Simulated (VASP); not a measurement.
# InSb (F-43m) in VASP: notebook

InSb is run at these levels: PBE; tasks: vibrations by perturbation theory, elastic constants.

Program: VASP 6.6.1. These are calculated values, not measurements. Logs are shortened: lines on timing, memory, paths and dates and some standing lists are left out, and cuts for length are marked.

### Step 1. The cell of the first run

Symmetry: F-43m, No. 216, cubic system. The conventional cell has a = 6.662 Å, b = 6.662 Å, c = 6.662 Å, α = 90.00°, β = 90.00°, γ = 90.00°. In (site symmetry -43m) has 4 Sb at 2.88 Å within 3.8 Å. Within 3.8 Å of Sb (site symmetry -43m) lie 4 In at 2.88 Å.

### Step 2. Vibrations by perturbation theory, PBE

The input, INCAR:

```
SYSTEM = InSb
PREC     = Accurate       ! precision mode
ENCUT    = 520            ! plane-wave cutoff, eV
EDIFF    = 1E-8           ! SCF threshold, eV
ISMEAR   = -1             ! smearing method
SIGMA    = 0.15           ! smearing width, eV
LREAL    = .FALSE.        ! projectors in reciprocal space
LASPH    = .TRUE.         ! aspherical terms in the spheres
NELM     = 60             ! most SCF steps
ALGO     = Normal         ! electronic algorithm
ISIF     = 2              ! what is computed and relaxed
LWAVE    = .FALSE.        ! write WAVECAR
LCHARG   = .TRUE.         ! write CHGCAR
GGA      = PE             ! functional
IBRION   = 8              ! ionic algorithm
NSW      = 1              ! ionic steps
```

The input, KPOINTS:

```
regular mesh
0
G
  8 8 8
  0 0 0
```

The input, POSCAR:

```
InSb
1.0
    0.0000000000      3.3308000000      3.3308000000
    3.3308000000      0.0000000000      3.3308000000
    3.3308000000      3.3308000000      0.0000000000
In Sb
1 1
Direct
    0.0000000000      0.0000000000      0.0000000000
    0.2500000000      0.2500000000      0.2500000000
```

Potentials or basis: VASP PAW PBE potentials, release 64 (In_d, Sb).

Launch:

```bash
cat potpaw_PBE.64/In_d/POTCAR potpaw_PBE.64/Sb/POTCAR > POTCAR
mpirun -np 1 vasp_std > vasp.out
```

OUTCAR:

```text
SYSTEM = InSb
   PREC = Accurate
   ENCUT = 520
   EDIFF = 1E-8
   ISMEAR = -1
   LREAL = .FALSE.
   LASPH = .TRUE.
   NELM = 60
   ISIF = 2
   GGA = PE
   IBRION = 8
   NSW = 1

 ion  position               nearest neighbor table
   1  0.000  0.000  0.000-   2 2.88   2 2.88   2 2.88   2 2.88
   2  0.250  0.250  0.250-   1 2.88   1 2.88   1 2.88   1 2.88

  LATTYP: Found a face centered cubic cell.
 ALAT       =     6.6616000000

  Lattice vectors:

 A1 = (   0.0000000000,   3.3308000000,   3.3308000000)
 A2 = (   3.3308000000,   0.0000000000,   3.3308000000)
 A3 = (   3.3308000000,   3.3308000000,   0.0000000000)

Analysis of symmetry for initial positions (statically):
=====================================================================
 Subroutine PRICEL returns:
 Original cell was already a primitive cell.

 Routine SETGRP: Setting up the symmetry group for a
 face centered cubic supercell.

 Subroutine GETGRP returns: Found 24 space group operations
 (whereof 24 operations were pure point group operations)
 out of a pool of 48 trial point group operations.

The static configuration has the point symmetry T_d .

Analysis of symmetry for dynamics (positions and initial velocities):
=====================================================================
 Subroutine PRICEL returns:
 Original cell was already a primitive cell.

 Routine SETGRP: Setting up the symmetry group for a
 face centered cubic supercell.

 Subroutine GETGRP returns: Found 24 space group operations
 (whereof 24 operations were pure point group operations)
 out of a pool of 48 trial point group operations.

The dynamic configuration has the point symmetry T_d .

 Subroutine INISYM returns: Found 24 space group operations
 (whereof 24 operations are pure point group operations),
 and found     1 'primitive' translations

----------------------------------------------------------------------------------------

                                     Primitive cell

  volume of cell :      73.9053

  direct lattice vectors                    reciprocal lattice vectors
     0.000000000  3.330800000  3.330800000    -0.150114087  0.150114087  0.150114087
     3.330800000  0.000000000  3.330800000     0.150114087 -0.150114087  0.150114087
     3.330800000  3.330800000  0.000000000     0.150114087  0.150114087 -0.150114087

  length of vectors
     4.710462534  4.710462534  4.710462534     0.260005225  0.260005225  0.260005225

  position of ions in fractional coordinates (direct lattice)
     0.000000000  0.000000000  0.000000000
     0.250000000  0.250000000  0.250000000

  ion indices of the primitive-cell ions
   primitive index   ion index
                 1           1
                 2           2

----------------------------------------------------------------------------------------

 KPOINTS: regular mesh

Automatic generation of k-mesh.
 Grid dimensions read from file:
 generate k-points for:    8    8    8

 Generating k-lattice:

  Cartesian coordinates                     Fractional coordinates (reciprocal lattice)
    -0.018764261  0.018764261  0.018764261     0.125000000  0.000000000  0.000000000
     0.018764261 -0.018764261  0.018764261     0.000000000  0.125000000  0.000000000
     0.018764261  0.018764261 -0.018764261     0.000000000  0.000000000  0.125000000

  Length of vectors
     0.032500653  0.032500653  0.032500653

  Shift w.r.t. Gamma in fractional coordinates (k-lattice)
     0.000000000  0.000000000  0.000000000

[... 75 lines left out ...]
   GGA     = PE    functional components
   LHFCALC =     F    Hartree Fock is set to
   AEXX    =    0.0000 exact exchange contribution
   IVDW    =     0    specifies the selected vdW correction
   LEPSILON=     F    determine dielectric tensor
   LRPA    =     F    only Hartree local field effects (RPA)
 non-spin polarized calculation
  energy-cutoff  :      520.00
  volume of cell :       73.91
 maximum number of plane-waves:      2012
   NGX = 17   NGY = 17   NGZ = 17

--------------------------------------- Ionic step        1  -------------------------------------------

 number of electron      18.0000008 magnetization

 Free energy of the ion-electron system (eV)
  ---------------------------------------------------
  ext. energy  EPLUGINS =         0.00000000
  ---------------------------------------------------
  free energy    TOTEN  =        -6.95171596 eV

  energy without entropy =       -6.93983844  energy(sigma->0) =       -6.94577720

 E-fermi :   4.4470     XC(G=0):  -8.3336

 val. band max:        4.2627921969   @ k =   0.0000   0.0000   0.0000
 cond. band min:       4.6632431828   @ k =   0.5000   0.0000   0.0000
 fundamental gap:      0.4004509858
 Fermi energy:         4.4470248862

 k-point     1 :       0.0000    0.0000    0.0000
  band No.  band energies     occupation
      1     -10.1833      2.00000
      2     -10.1833      2.00000
      3     -10.1833      2.00000
      4     -10.1192      2.00000
      5     -10.1192      2.00000
      6      -5.9559      2.00000
      7       3.6079      1.99259
      8       4.2628      1.54701
      9       4.2628      1.54701
     10       4.2628      1.54701
     11       7.2289      0.00000
     12       7.2289      0.00000
     13       7.2289      0.00000
[... 354 lines left out ...]
  band No.  band energies     occupation
      1     -10.2236      2.00000
      2     -10.1659      2.00000
      3     -10.1614      2.00000
      4     -10.1219      2.00000
      5     -10.1176      2.00000
      6      -4.5544      2.00000
      7      -1.0026      2.00000
      8       1.8788      2.00000
      9       2.8277      1.99996
     10       6.3302      0.00001
     11       7.7339      0.00000
     12       9.1387      0.00000
     13      10.1510      0.00000

 [... further k-points ...]
[... 5 lines left out ...]
  --------------------------------------------------------------------------------------
  -------------------------------------------------------------------------------------
  Total       -0.1821922     -0.1821922     -0.1821922     -0.0000000      0.0000000     -0.0000000
  in kB       -3.9497048     -3.9497048     -3.9497048     -0.0000000      0.0000000     -0.0000000
  external PRESSURE =      -3.9497048 kB  Pullay stress =       0.0000000 kB

 VOLUME and BASIS-vectors are now :
 -----------------------------------------------------------------------------
  energy-cutoff  :      520.00
  volume of cell :       73.91
      direct lattice vectors                 reciprocal lattice vectors
     0.000000000  3.330800000  3.330800000    -0.150114087  0.150114087  0.150114087
     3.330800000  0.000000000  3.330800000     0.150114087 -0.150114087  0.150114087
     3.330800000  3.330800000  0.000000000     0.150114087  0.150114087 -0.150114087

 POSITION                                       TOTAL-FORCE (eV/Angst)
 -----------------------------------------------------------------------------------
      0.00000      0.00000      0.00000         0.000000      0.000000     -0.000000
      1.66540      1.66540      1.66540        -0.000000     -0.000000      0.000000
 -----------------------------------------------------------------------------------
    total drift:                               -0.000000     -0.000000     -0.000000

  FREE ENERGIE OF THE ION-ELECTRON SYSTEM (eV)
  ---------------------------------------------------
  free  energy   TOTEN  =        -6.9517159609 eV

  energy  without entropy=       -6.9398384410  energy(sigma->0) =       -6.94577720

[... ionic steps 2 to 3 ...]

--------------------------------------- Ionic step        4  -------------------------------------------

------------------------ aborting loop because EDIFF is reached ----------------------------------------

[... ionic steps 5 to 6 ...]

--------------------------------------- Ionic step        7  -------------------------------------------

 Free energy of the ion-electron system (eV)
  ---------------------------------------------------
  ---------------------------------------------------
  free energy    TOTEN  =        -0.02709093 eV

  energy without entropy =       -0.02709093

------------------------ aborting loop because EDIFF is reached ----------------------------------------

 INTERNAL STRAIN TENSOR  FOR ION    2  DIRECTION 1   (eV/Angst):
 -----------------------------------------------------------------------------
     0.00775  0.00000  0.00000
     0.00000 -0.00128 -5.62969
     0.00000 -5.62969 -0.00128

 INTERNAL STRAIN TENSOR FOR ION    2 for displacements in x,y,z  (eV/Angst):
          X           Y           Z          XY          YZ          ZX
  --------------------------------------------------------------------------------
  x     0.00000    -0.00000    -0.00000     0.00000    -5.62969     0.00000
  y     0.00000     0.00000     0.00000     0.00000     0.00000    -5.62969
  z    -0.00000    -0.00000     0.00000    -5.62969     0.00000     0.00000

 SECOND DERIVATIVES (NOT SYMMETRIZED)
 ------------------------------------
               1X          1Y          1Z          2X          2Y          2Z
  1X    -5.617329    0.000000    0.000000    5.617329    0.000000    0.000000
  1Y     0.000000   -5.617329    0.000000    0.000000    5.617329    0.000000
  1Z     0.000000    0.000000   -5.617329    0.000000    0.000000    5.617329
  2X     5.592638    0.000000    0.000000   -5.592638    0.000000    0.000000
  2Y     0.000000    5.592638    0.000000    0.000000   -5.592638    0.000000
  2Z     0.000000    0.000000    5.592638    0.000000    0.000000   -5.592638

 Eigenvectors and eigenvalues of the dynamical matrix
 ----------------------------------------------------

   1 f  =    4.814916 THz    30.253012 2PiTHz  160.608322 cm-1    19.912885 meV
             X         Y         Z           dx          dy          dz
      0.000000  0.000000  0.000000     0.000000    0.718155    0.000000
      1.665400  1.665400  1.665400     0.000000   -0.695883    0.000000
[... 21 lines left out ...]
   6 f/i=    0.005300 THz     0.033300 2PiTHz    0.176787 cm-1     0.021919 meV
             X         Y         Z           dx          dy          dz
      0.000000  0.000000  0.000000     0.000000    0.000000   -0.695883
      1.665400  1.665400  1.665400     0.000000    0.000000   -0.718155

--------------------------------------------------------------------------------------------------------

 ELASTIC MODULI CONTR FROM IONIC RELAXATION (kBar)
 Direction    XX          YY          ZZ          XY          YZ          ZX
 --------------------------------------------------------------------------------
 XX          -0.0000     -0.0000     -0.0000     -0.0000     -0.0000      0.0000
 YY          -0.0000     -0.0000     -0.0000     -0.0000     -0.0000      0.0000
 ZZ          -0.0000     -0.0000     -0.0000     -0.0000     -0.0000      0.0000
 XY          -0.0000     -0.0000     -0.0000   -123.4670     -0.0000      0.0000
 YZ          -0.0000     -0.0000     -0.0000     -0.0000   -123.4670      0.0000
 ZX           0.0000      0.0000      0.0000      0.0000      0.0000   -123.4670
 --------------------------------------------------------------------------------
```

Run time: 13 min. Hardware: 1 thread of Intel Xeon 8259CL, shared host; peak memory 0.41 GiB.

Results:

- Highest phonon frequency at Γ, LO-TO splitting left out: 161 cm⁻¹

Phonon frequencies in cm⁻¹ (negative: imaginary):
| q point | frequencies |
| --- | --- |
| (0.000, 0.000, 0.000) | 0 0 0 161 161 161 |

Caveat: spin-orbit coupling is left out, which moves the levels of the heavy elements.

### Step 3. Elastic constants, PBE

The input, INCAR:

```
SYSTEM = InSb
ALGO = Normal ; EDIFF = 1E-8
ENCUT = 600 ; GGA = PE
IBRION = 6 ; ISIF = 3
ISMEAR = -1 ; LASPH = .TRUE.
LCHARG = .TRUE. ; LREAL = .FALSE.
LWAVE = .FALSE. ; NELM = 60
NFREE = 2 ; NSW = 1
POTIM = 0.015 ; PREC = Accurate
SIGMA = 0.15
```

The input, KPOINTS:

```
k-points
0
G
  8 8 8
  0 0 0
```

POSCAR is that of step 2.

Potentials or basis: VASP PAW PBE potentials, release 64 (In_d, Sb).

Launch:

```bash
cat potpaw_PBE.64/In_d/POTCAR potpaw_PBE.64/Sb/POTCAR > POTCAR
mpirun -np 1 vasp_std > vasp.out
```

OUTCAR:

```text
SYSTEM = InSb
   EDIFF = 1E-8
   ENCUT = 600
   GGA = PE
   IBRION = 6
   ISIF = 3
   ISMEAR = -1
   LASPH = .TRUE.
   LREAL = .FALSE.
   NELM = 60
   NFREE = 2
   NSW = 1
   POTIM = 0.015
   PREC = Accurate

 ion  position               nearest neighbor table
[... 834 lines left out ...]
   1 f  =    4.809236 THz    30.217319 2PiTHz  160.418834 cm-1    19.889392 meV
             X         Y         Z           dx          dy          dz
      0.000000  0.000000  0.000000     0.000000    0.717586    0.000000
      1.665400  1.665400  1.665400     0.000000   -0.696470    0.000000
[... 21 lines left out ...]
   6 f/i=    0.001359 THz     0.008540 2PiTHz    0.045336 cm-1     0.005621 meV
             X         Y         Z           dx          dy          dz
      0.000000  0.000000  0.000000     0.000000    0.000000   -0.696470
      1.665400  1.665400  1.665400     0.000000    0.000000   -0.717586

--------------------------------------------------------------------------------------------------------

 ELASTIC MODULI CONTR FROM IONIC RELAXATION (kBar)
 Direction    XX          YY          ZZ          XY          YZ          ZX
 --------------------------------------------------------------------------------
 XX          -0.0000      0.0000      0.0000      0.0000     -0.0000      0.0000
 YY           0.0000     -0.0000      0.0000      0.0000      0.0000     -0.0000
 ZZ           0.0000      0.0000     -0.0000     -0.0000      0.0000      0.0000
 XY           0.0000      0.0000     -0.0000   -137.4330      0.0000      0.0000
 YZ          -0.0000      0.0000      0.0000      0.0000   -137.4330      0.0000
 ZX           0.0000     -0.0000      0.0000      0.0000      0.0000   -137.4330
 --------------------------------------------------------------------------------

 TOTAL ELASTIC MODULI (kBar)
 Direction    XX          YY          ZZ          XY          YZ          ZX
 --------------------------------------------------------------------------------
 XX         520.2363    263.9217    263.9217      0.0000     -0.0000      0.0000
 YY         263.9217    520.2363    263.9217      0.0000      0.0000     -0.0000
 ZZ         263.9217    263.9217    520.2363     -0.0000     -0.0000      0.0000
 XY           0.0000      0.0000     -0.0000    235.5206      0.0000      0.0000
 YZ          -0.0000      0.0000     -0.0000      0.0000    235.5206      0.0000
 ZX           0.0000     -0.0000      0.0000      0.0000      0.0000    235.5206
 --------------------------------------------------------------------------------
```

It took 79 min on 1 thread of Intel Xeon 8259CL, shared host; peak memory 0.49 GiB.

What came out:

| Quantity | Value |
| --- | --- |
| Elastic constants C11, C12, C44 | 52, 26, 24 GPa |
| Voigt bulk modulus | 35 GPa |
| Highest phonon frequency at Γ, LO-TO splitting left out | 160 cm⁻¹ |

Phonon frequencies in cm⁻¹ (negative: imaginary):
| q point | frequencies |
| --- | --- |
| (0.000, 0.000, 0.000) | 0 0 0 160 160 160 |

Elastic tensor in Voigt notation (GPa, in the Cartesian axes of the cell as first typed):
```
52 26 26  0  0  0
26 52 26  0  0  0
26 26 52  0  0  0
 0  0  0 24  0  0
 0  0  0  0 24  0
 0  0  0  0  0 24
```

Clamped-ion elastic tensor (GPa):
```
52 26 26  0  0  0
26 52 26  0  0  0
26 26 52  0  0  0
 0  0  0 37  0  0
 0  0  0  0 37  0
 0  0  0  0  0 37
```

Caveat: spin-orbit coupling is left out, which moves the levels of the heavy elements.
